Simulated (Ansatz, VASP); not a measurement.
**Two plane-wave programs on Cd2S**

Contents of INCAR:

```
ALGO = Normal ; EDIFF = 1E-6
EDIFFG = -0.04 ; ENCUT = 600
GGA = PE ; IBRION = 2
ISIF = 3 ; ISMEAR = 0
LASPH = True ; LCHARG = False
LREAL = False ; LWAVE = False
NELM = 60 ; NSW = 90
PREC = Accurate ; SIGMA = 0.1
```

The input KPOINTS:

```
k-points
0
Gamma
  4 4 4
```

Contents of POSCAR:

```
Cd2S
1.0
   -3.7164893593      3.7164893593      2.8954345509
    3.7164893593     -3.7164893593      2.8954345509
    3.7164893593      3.7164893593     -2.8954345509
Cd S
4 2
Direct
    0.0000000000      0.3333333333      0.3333333333
    0.0000000000      0.6666666667      0.6666666667
    0.3333333333      0.0000000000      0.3333333333
    0.6666666667      0.0000000000      0.6666666667
    0.6666666667      0.6666666667      0.0000000000
    0.3333333333      0.3333333333      0.0000000000
```

Input for Ansatz:

```yaml
crystal:
  lattice:
    - [-3.7164893593, 3.7164893593, 2.8954345509]
    - [3.7164893593, -3.7164893593, 2.8954345509]
    - [3.7164893593, 3.7164893593, -2.8954345509]
  atoms:
    - { symbol: Cd, position: [0.0, 0.3333333333, 0.3333333333] }
    - { symbol: Cd, position: [0.0, 0.6666666667, 0.6666666667] }
    - { symbol: Cd, position: [0.3333333333, 0.0, 0.3333333333] }
    - { symbol: Cd, position: [0.6666666667, 0.0, 0.6666666667] }
    - { symbol: S, position: [0.6666666667, 0.6666666667, 0.0] }
    - { symbol: S, position: [0.3333333333, 0.3333333333, 0.0] }
basis:
  ecutwfc: 420
kpoints:
  mp_grid: { grid: [4, 4, 4] }
hamiltonian:
  xc: pbe
scf:
  occupations: { method: gaussian, width: 0.1 }
  lower_state_search: "off"
output:
  forces: true
  stress: true
  eigenvalues: true
relax:
  adjacent_minimum: "off"
  f_tol: 0.04
  max_steps: 70
  cell: { stress_tol: 0.4 }
```

Alike in both runs: task relaxation of cell and atoms; functional PBE; k mesh 4 × 4 × 4; occupations gaussian, width 0.1 eV; no spin polarisation.

|  | VASP | Ansatz |
| --- | --- | --- |
| version | VASP 6.6.1 | Ansatz 0.2.0 |
| potentials or method | VASP PAW PBE potentials, release 64 (Cd, S), cutoff 600 eV | scalar-relativistic, plane waves, PAW |
| valence electrons in the cell | 60 | 92 |

Ansatz gave:

```
gap on the k mesh at the Fermi level, each at its own relaxed structure (eV)  : 0.50
relaxed volume (Å³/atom)                                                      : 29.37
relaxed length of the cell vector where the two differ most in proportion (Å) : 6.128
```

Question: Estimate VASP's values.

Answer: gap on the k mesh at the Fermi level, each at its own relaxed structure (eV): 0.40; relaxed volume (Å³/atom): 28.93; relaxed length of the cell vector where the two differ most in proportion (Å): 6.093.

VASP's potentials hold 60 valence electrons a cell and Ansatz's 92, so a difference there can come from the potentials and not from the codes.
